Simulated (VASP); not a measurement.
Wanted: the native input for a VASP 6.6.1 run.

```yaml
Task: electric field gradients
Functional: PBEsol
Potentials_or_basis: VASP PAW PBE potentials, release 64 (Ti_sv, N)
Cutoff: 520 eV
k_mesh: 13 × 13 × 13
Occupations: fermi-dirac, width 0.05 eV
Spin: no spin polarisation
Dipole_correction: no
Further_INCAR_settings: ALGO = Normal; EDIFF = 1e-08; NBANDS = 16
```

The structure of TiN lies in POSCAR:

```
TiN
1.0
    0.0000000000      2.1636184092      2.1636184092
    2.1636184092      0.0000000000      2.1636184092
    2.1636184092      2.1636184092      0.0000000000
Ti N
1 1
Direct
    0.0000000000      0.0000000000      0.0000000000
    0.5000000000      0.5000000000      0.5000000000
```

This cell differs from its parent crystal: volume scaled by 1.06.

These files were run (other wordings do the same):

INCAR

```
ALGO = Normal
EDIFF = 1E-8
ENCUT = 520
GGA = PS
GGA_COMPAT = False
ISIF = 2
ISMEAR = -1
LASPH = True
LCHARG = False
LEFG = True
LREAL = False
LWAVE = False
NBANDS = 16
NELM = 120
PREC = Accurate
SIGMA = 0.05
```

KPOINTS

```
k-points
0
Gamma
  13 13 13
```

Potentials or basis: VASP PAW PBE potentials, release 64 (Ti_sv, N).

The run is started by

```sh
$ cat potpaw_PBE.64/Ti_sv/POTCAR potpaw_PBE.64/N/POTCAR > POTCAR
$ mpirun -np 1 vasp_std > vasp.out
```

Results of the run:

```
Pressure : -21.2 GPa
```

Caveat: without QUAD_EFG the Cq values of the log hold for a quadrupole moment of 1 mb, not for the nuclei; the PAW data sets were made with another functional, which shifts forces and pressure a little.

It took 22 s on 1 thread of Intel(R) Xeon(R) Platinum 8488C (Sapphire Rapids), on a shared host, peak memory 0.15 GiB.
